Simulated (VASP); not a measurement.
# La36HO54 (a cell with a defect) in VASP: further runs, part 2 of 2

VASP 6.6.1.

**3. Single point, PBE**

INCAR

```
  PREC = Accurate
  ENCUT = 520
  EDIFF = 1E-6
  ISMEAR = -1
  SIGMA = 0.01
  LREAL = Auto
  LASPH = T
  NELM = 200
  ALGO = Normal
  ISIF = 2
  LWAVE = F
  LCHARG = F
  GGA = PE
  NELECT = 720.0
  NBANDS = 412
  GGA_COMPAT = F
  LMAXMIX = 6
  ISYM = -1
  KPAR = 1
```

KPOINTS

```
explicit points
1
Reciprocal
  0.25000000   0.25000000   0.25000000 1
```

POSCAR

```
La36HO54
1.0
   11.8217180600     -0.0000000900      0.0000000000
   -5.9108589500     10.2379082000      0.0000000000
    0.0000000000      0.0000000000     12.3757188400
La O H
36 54 1
Direct
    0.2221693300      0.1153025200      0.3768431600
    0.1140502600      0.2244435200      0.1218174100
    0.2192375700      0.1062469600      0.8746507200
    0.1137981800      0.2242445700      0.6245737700
    0.2237729000      0.4459125900      0.3743233900
    0.1140291000      0.5576535400      0.1218220500
    0.2229355600      0.4454982000      0.8788961500
    0.1137924900      0.5575889000      0.6245732600
    0.2221693600      0.7748960300      0.3768588400
    0.1124366100      0.8902252800      0.1267998900
    0.2192637200      0.7810470200      0.8746436700
    0.1109563300      0.8894929800      0.6178212000
    0.5574773300      0.1127734600      0.3737167100
    0.4439168600      0.2246591300      0.1218453800
    0.5545217100      0.1112822600      0.8772652500
    0.4426937100      0.2200778200      0.6248439200
    0.5518677900      0.4412721500      0.3741118800
    0.4457143300      0.5568770200      0.1220710900
    0.5581950900      0.4450813100      0.8760254900
    0.4405796300      0.5543004500      0.6288589100
    0.5518458200      0.7786209600      0.3741189300
    0.4439074000      0.8873218400      0.1218530600
    0.5581811900      0.7811506600      0.8760205300
    0.4427117700      0.8906762500      0.6248291000
    0.8959818300      0.1171725000      0.3760554300
    0.7802206400      0.2241334800      0.1240223300
    0.8893776200      0.1123488400      0.8793462300
    0.7750095800      0.2215121000      0.6255259900
    0.8959669100      0.4468497400      0.3760594100
    0.7786812000      0.5564087300      0.1288413800
    0.8893819000      0.4450631600      0.8793331400
    0.7771008700      0.5387486000      0.6245577600
    0.8946490800      0.7813542300      0.3791341900
    0.7786575100      0.8903027100      0.1288426400
    0.8862058500      0.7771321200      0.8921354800
    0.7770978900      0.9063871300      0.6245548200
    0.2233131200      0.1119753700      0.1771784100
    0.1149248300      0.2273247900      0.3163657900
   -0.0027404100     -0.0072967200      0.0009748900
    0.2209011100      0.1086233800      0.6783666700
    0.1129523000      0.2226460100      0.8285772800
    0.0157425300      0.0288880800      0.4960814400
    0.2246069800      0.4463353600      0.1724100300
    0.1149109400      0.5556313700      0.3163856800
   -0.0025507700      0.3327639600      0.0004262300
    0.2228182300      0.4454285200      0.6817293200
    0.1129522200      0.5583592300      0.8285514800
    0.0043014600      0.3361637200      0.4954332100
    0.2233232000      0.7793736100      0.1772192700
    0.1119675600      0.8899995300      0.3283948400
   -0.0027128900      0.6725819100      0.0010262200
    0.2209163600      0.7803280000      0.6783316400
    0.0938582900      0.8809427100      0.8112345000
    0.0157290400      0.6548965400      0.4960871600
    0.5558857500      0.1119750500      0.1708796100
    0.4462139100      0.2217232900      0.3225011400
    0.3222294000     -0.0048956700     -0.0059491300
    0.5546861700      0.1113728400      0.6813038600
    0.4433509200      0.2224492400      0.8238620800
    0.3314694100     -0.0002122200      0.5066318400
    0.5568400500      0.4448511600      0.1791479000
    0.4453799700      0.5567038500      0.3206383900
    0.3387870100      0.3353262700      0.0032353800
    0.5562455300      0.4448885500      0.6771277600
    0.4459328800      0.5569806800      0.8260068400
    0.3325403800      0.3333871600      0.4995294300
    0.5568143200      0.7800285000      0.1791628100
    0.4462232100      0.8925492900      0.3225418900
    0.3387847800      0.6715480100      0.0032017500
    0.5562355000      0.7793889000      0.6771009100
    0.4433701600      0.8889647000      0.8238148000
    0.3325184100      0.6671412200      0.4994961800
    0.8903188800      0.1119667900      0.1770086800
    0.7774052900      0.2227193500      0.3215936400
    0.6694158700     -0.0049867700     -0.0025403200
    0.8930209000      0.1192466200      0.6818940100
    0.7757521800      0.2218900600      0.8267159200
    0.6690661100      0.0054908600      0.5077233500
    0.8903063500      0.4463819900      0.1770282200
    0.7787370700      0.5577764600      0.3312046900
    0.6694670400      0.3424645200     -0.0025078900
    0.8930106100      0.4417962900      0.6818754200
    0.7841804100      0.5637275200      0.8167671300
    0.6690418800      0.3316151300      0.5076870400
    0.8899764900      0.7790183800      0.1814026200
    0.7787217300      0.8890125000      0.3312024700
    0.6729975200      0.6705341500      0.0013705900
    0.8661969700      0.7671154100      0.6016635300
    0.7841679300      0.8884861600      0.8167582500
    0.6399419100      0.6539783600      0.4927138300
    0.7216676500      0.6948419300      0.5370985400
```

Potentials or basis: VASP PAW PBE potentials, release 64 (La, O, H).

Run with:

```
> cat potpaw_PBE.64/La/POTCAR potpaw_PBE.64/O/POTCAR potpaw_PBE.64/H/POTCAR > POTCAR
> mpirun -np 4 vasp_std > vasp.out
```

Wall time 14 min (4 MPI ranks of Intel Xeon Platinum 8559C (Emerald Rapids), shared host); peak memory 0.71 GiB.

Results (log left out):

| Quantity | Value |
| --- | --- |
| Free energy | -763.6485 eV |
| Largest force | 0.108 eV/Å |

Forces on the atoms (eV/Å):
```
La  -0.008  0.006  0.010
La   0.007 -0.008 -0.004
La  -0.015  0.021  0.007
La   0.009 -0.005 -0.018
La  -0.012  0.003  0.023
La   0.008 -0.007 -0.005
La  -0.006  0.008  0.014
La   0.009 -0.005 -0.020
La  -0.009  0.007  0.011
La   0.012 -0.002 -0.009
La   0.001 -0.009  0.006
La   0.002 -0.007  0.007
La  -0.007  0.009  0.023
La   0.012 -0.007 -0.011
La  -0.002  0.009  0.018
La  -0.002  0.002 -0.016
La  -0.015  0.006  0.016
La   0.010 -0.003 -0.005
La  -0.015 -0.001  0.015
La   0.010 -0.005 -0.011
La  -0.012  0.002  0.014
La   0.010 -0.003 -0.008
La  -0.017  0.003  0.013
La   0.010 -0.013 -0.014
La  -0.008  0.009  0.024
La   0.006 -0.008 -0.010
La  -0.008  0.011  0.013
La   0.019  0.001 -0.024
La  -0.005  0.004  0.026
La   0.013 -0.013 -0.019
La  -0.004  0.007  0.014
La   0.018  0.001  0.011
La   0.002  0.014  0.010
La   0.005  0.003 -0.018
La  -0.010  0.002  0.032
La   0.018  0.003  0.000
O   -0.010  0.009  0.027
O    0.011 -0.005 -0.029
O    0.010  0.004 -0.006
O   -0.004 -0.003  0.015
O    0.005 -0.004 -0.022
O    0.002 -0.004 -0.003
O   -0.010  0.004  0.017
O    0.006 -0.006 -0.028
O   -0.003  0.000 -0.007
O   -0.006  0.006  0.012
O    0.011 -0.012 -0.020
O   -0.003 -0.003  0.001
O   -0.006  0.004  0.026
O   -0.009 -0.016 -0.008
O    0.003  0.007 -0.006
O   -0.010  0.012  0.016
O    0.008 -0.002 -0.030
O   -0.002  0.003  0.002
O   -0.012  0.003  0.026
O    0.014 -0.003 -0.013
O   -0.002 -0.001 -0.007
O   -0.012  0.003  0.015
O    0.017 -0.009 -0.019
O   -0.001 -0.003 -0.006
O   -0.011  0.009  0.026
O    0.013 -0.003 -0.018
O    0.000 -0.003 -0.002
O   -0.005 -0.001  0.017
O    0.013 -0.003 -0.028
O    0.001  0.003 -0.002
O   -0.007  0.000  0.026
O    0.014 -0.007 -0.015
O   -0.002  0.001 -0.003
O   -0.013  0.011  0.020
O    0.010 -0.001 -0.020
O    0.004 -0.001 -0.001
O   -0.009  0.008  0.024
O    0.012 -0.004 -0.025
O   -0.003 -0.003  0.003
O   -0.021 -0.014  0.019
O    0.012 -0.005 -0.021
O    0.000 -0.002  0.000
O   -0.007  0.008  0.026
O    0.011  0.006 -0.024
O   -0.004  0.001  0.001
O   -0.031  0.003  0.019
O    0.010 -0.009 -0.033
O    0.001  0.004  0.000
O   -0.017  0.000  0.038
O    0.024 -0.013 -0.023
O   -0.004  0.001 -0.006
O   -0.016  0.003 -0.018
O    0.008 -0.004 -0.035
O   -0.070 -0.041 -0.072
H    0.069  0.041  0.055
```

Levels at points of the mesh, in eV from the Fermi level:
```
           k point  band 357  band 358  band 359  band 360  band 361  band 362  band 363  band 364
(0.25, 0.25, 0.25)     -0.33     -0.32     -0.31     -0.28      3.66      3.68      3.71      3.76
```

Caveat: the cell carries a net charge on a neutralising background, which shifts energy and pressure; the cell is charged against a uniform background, so pressure and absolute levels hang on convention; spin-orbit coupling is left out, which moves the levels of the heavy elements.

**4. Single point, PBE**

INCAR

```
SYSTEM = La36HO54
PREC = Accurate
ENCUT = 520
EDIFF = 1E-7
ISMEAR = -1
SIGMA = 0.01
LREAL = Auto
LASPH = .TRUE.
NELM = 80
ALGO = Normal
ISIF = 2
LWAVE = .FALSE.
LCHARG = .TRUE.
GGA = PE
LELF = .TRUE.
LVHAR = .TRUE.
NBANDS = 412
NELECT = 720.0
```

KPOINTS

```
regular mesh
0
G
  1 1 1
  0 0 0
```

POSCAR

```
La36HO54
1.0
   11.8217180600     -0.0000000900      0.0000000000
   -5.9108589500     10.2379082000      0.0000000000
    0.0000000000      0.0000000000     12.3757188400
La O H
36 54 1
Direct
    0.2230601286      0.1124477772      0.3758237449
    0.1135388626      0.2232337862      0.1235125022
    0.2216224920      0.1092847287      0.8748498685
    0.1144174722      0.2241356306      0.6237815435
    0.2221581346      0.4453386308      0.3753067648
    0.1135677120      0.5587924700      0.1234614344
    0.2223960082      0.4453469333      0.8787716609
    0.1141439827      0.5582494879      0.6237218298
    0.2229107744      0.7788711194      0.3759901191
    0.1104570991      0.8892522605      0.1219841061
    0.2219523011      0.7806228444      0.8746426886
    0.1073605317      0.8878591048      0.6214068128
    0.5564796846      0.1124496360      0.3752973108
    0.4453005384      0.2244068803      0.1215265973
    0.5544920816      0.1110518895      0.8756044105
    0.4437761062      0.2222558550      0.6234705313
    0.5539716450      0.4412627034      0.3732752060
    0.4451860488      0.5567877665      0.1232265390
    0.5565941557      0.4453182194      0.8749782651
    0.4373064850      0.5525795826      0.6266629923
    0.5538631180      0.7805534972      0.3734650940
    0.4451274794      0.8890096358      0.1216869920
    0.5571744896      0.7796267454      0.8748467980
    0.4440866921      0.8895439246      0.6232614121
    0.8917243329      0.1146666934      0.3747291822
    0.7767663471      0.2226330834      0.1237396405
    0.8918018318      0.1160951102      0.8802630490
    0.7761075476      0.2223809811      0.6241690765
    0.8918468218      0.4455335007      0.3747920472
    0.7789154967      0.5567264288      0.1235076540
    0.8916334445      0.4442789476      0.8800948972
    0.7832503764      0.5436392827      0.6269485515
    0.8924491964      0.7800491980      0.3736512650
    0.7787236030      0.8901338918      0.1236540697
    0.8849226442      0.7768811679      0.8745360282
    0.7842057817      0.9092002867      0.6267851670
    0.2235182851      0.1114024465      0.1765448964
    0.1131463003      0.2236312307      0.3202858801
   -0.0005465766     -0.0031865885      0.0006444070
    0.2220129304      0.1096536517      0.6768531273
    0.1139688231      0.2231515428      0.8255978608
    0.0021039923      0.0088638224      0.5022042825
    0.2237693102      0.4460550858      0.1758543506
    0.1131430005      0.5578576110      0.3202895970
    0.0008231619      0.3344911805     -0.0024046280
    0.2209119446      0.4446370226      0.6800572241
    0.1137656625      0.5589593009      0.8254185581
    0.0027313377      0.3358965458      0.4952246475
    0.2235437578      0.7804255385      0.1771838895
    0.1108209585      0.8897143666      0.3246200929
   -0.0002674162      0.6707405327      0.0011086225
    0.2221118734      0.7805779134      0.6762026601
    0.1034245537      0.8856908884      0.8170383580
    0.0017078275      0.6620441273      0.5012677712
    0.5547109967      0.1114281382      0.1757240148
    0.4454665563      0.2230880562      0.3228969607
    0.3303182652     -0.0014687542     -0.0056137345
    0.5547096020      0.1113517554      0.6776725545
    0.4448494187      0.2243430977      0.8212515274
    0.3335157767      0.0013460787      0.4997632121
    0.5563684886      0.4455811637      0.1778854246
    0.4471726928      0.5576073675      0.3242213282
    0.3375446683      0.3359518334      0.0015294465
    0.5585451742      0.4485646834      0.6735558643
    0.4443174147      0.5563795776      0.8226340734
    0.3309946552      0.3331410053      0.5014076419
    0.5563915219      0.7790938241      0.1784270497
    0.4456286865      0.8907012899      0.3236274233
    0.3374640315      0.6702776482      0.0017339599
    0.5592415240      0.7780203626      0.6723814679
    0.4450337370      0.8882523522      0.8204307266
    0.3307649491      0.6655091935      0.5010990537
    0.8899228474      0.1122571191      0.1755009166
    0.7774346646      0.2229338284      0.3207740941
    0.6646999780     -0.0025309799      0.0007566429
    0.8943769273      0.1212870888      0.6816998761
    0.7759058013      0.2222869189      0.8259974335
    0.6726712138      0.0073208373      0.5036602787
    0.8900552710      0.4459518479      0.1755537620
    0.7777914677      0.5569392652      0.3248304242
    0.6652396880      0.3356615426      0.0012253026
    0.8939482630      0.4420048502      0.6814197308
    0.7807039161      0.5545098627      0.8217199446
    0.6716671775      0.3337900667      0.5033646191
    0.8892870722      0.7787715932      0.1795260565
    0.7778676177      0.8889851220      0.3254990722
    0.6704899775      0.6701404160     -0.0027136201
    0.8725822615      0.7706139696      0.6617643877
    0.7810002501      0.8951368670      0.8212945148
    0.6579945913      0.6621180740      0.4925652464
    0.6993039578      0.6846115365      0.5636403097
```

Run with:

```
> cat potpaw_PBE.64/La/POTCAR potpaw_PBE.64/O/POTCAR potpaw_PBE.64/H/POTCAR > POTCAR
> mpirun -np 1 vasp_gam > vasp.out
```

It took 53 min on 1 thread of Intel Xeon Platinum 8375C at 2.90GHz (Ice Lake), shared host; peak memory 1.5 GiB.

It converged, with:

| Item | Value |
| --- | --- |
| Free energy | -763.6560 eV |
| Largest force | 0.137 eV/Å |

Forces in eV/Å, atoms in the order of the input:
```
La  -0.001 -0.001 -0.010
La   0.005 -0.006  0.010
La  -0.006  0.002 -0.010
La  -0.002  0.005  0.018
La   0.004  0.001 -0.011
La  -0.002  0.005  0.012
La   0.000  0.002 -0.016
La   0.001  0.000  0.016
La  -0.002  0.002 -0.008
La   0.008  0.005  0.025
La  -0.003 -0.011 -0.014
La  -0.004 -0.002  0.014
La  -0.006 -0.003 -0.013
La   0.005  0.001  0.009
La  -0.001  0.001  0.001
La  -0.006 -0.007  0.014
La   0.000 -0.007 -0.016
La  -0.001 -0.002  0.014
La  -0.006  0.003 -0.006
La   0.001  0.003  0.010
La  -0.006  0.007 -0.011
La   0.002  0.005  0.012
La  -0.010 -0.005 -0.015
La  -0.014  0.001  0.009
La  -0.004  0.001 -0.012
La  -0.007 -0.006  0.012
La   0.004  0.014 -0.013
La   0.008  0.007  0.012
La  -0.002 -0.004 -0.012
La  -0.003 -0.011  0.023
La   0.015 -0.002 -0.009
La   0.017 -0.019  0.013
La  -0.002  0.003 -0.018
La  -0.010  0.008  0.029
La  -0.009 -0.009 -0.038
La  -0.009  0.012  0.012
O   -0.003  0.001 -0.002
O    0.000  0.003  0.008
O    0.002 -0.008 -0.002
O   -0.005 -0.006 -0.009
O   -0.001 -0.002 -0.001
O   -0.003 -0.003 -0.007
O    0.003  0.003 -0.008
O    0.002 -0.002  0.006
O    0.004  0.004  0.000
O    0.013  0.007 -0.016
O    0.005  0.001 -0.003
O    0.001 -0.005  0.002
O   -0.001  0.002 -0.005
O   -0.004 -0.005  0.010
O   -0.004  0.006 -0.008
O   -0.010  0.001 -0.001
O   -0.008 -0.005 -0.005
O   -0.005 -0.003  0.001
O   -0.003 -0.001 -0.003
O    0.002  0.010  0.009
O   -0.010 -0.001  0.001
O   -0.001 -0.002 -0.004
O   -0.006  0.001 -0.001
O   -0.001 -0.002 -0.009
O    0.002  0.002  0.003
O    0.000  0.003  0.003
O   -0.005  0.002  0.001
O    0.007 -0.007  0.002
O    0.006  0.002  0.005
O    0.003  0.000  0.002
O    0.001 -0.001 -0.005
O    0.008 -0.004  0.006
O   -0.001 -0.006  0.000
O   -0.011  0.009  0.015
O   -0.002 -0.004  0.006
O    0.002  0.006  0.005
O    0.003  0.004 -0.006
O    0.007  0.006  0.006
O    0.000 -0.002 -0.002
O    0.003 -0.004 -0.008
O   -0.001 -0.004  0.004
O    0.003 -0.004 -0.001
O    0.007 -0.001 -0.004
O    0.000  0.003  0.009
O    0.001  0.001 -0.006
O    0.002 -0.002 -0.002
O    0.000 -0.005  0.008
O    0.002  0.001  0.000
O   -0.003 -0.001 -0.010
O    0.002 -0.003  0.007
O    0.010  0.002  0.002
O   -0.011 -0.007 -0.011
O   -0.004  0.001  0.015
O   -0.059 -0.026 -0.091
H    0.108  0.055  0.064
```

Levels at points of the mesh, in eV from the Fermi level:
```csv
k point,band 357,band 358,band 359,band 360,band 361,band 362,band 363,band 364
"(0.00, 0.00, 0.00)",-0.28,-0.27,-0.27,-0.25,3.60,3.65,3.76,3.78
```

Caveat: the k points lie up to 0.61 Å⁻¹ apart; the cell carries a net charge on a neutralising background, which shifts energy and pressure; the cell is charged against a uniform background, so pressure and absolute levels hang on convention; spin-orbit coupling is left out, which moves the levels of the heavy elements.
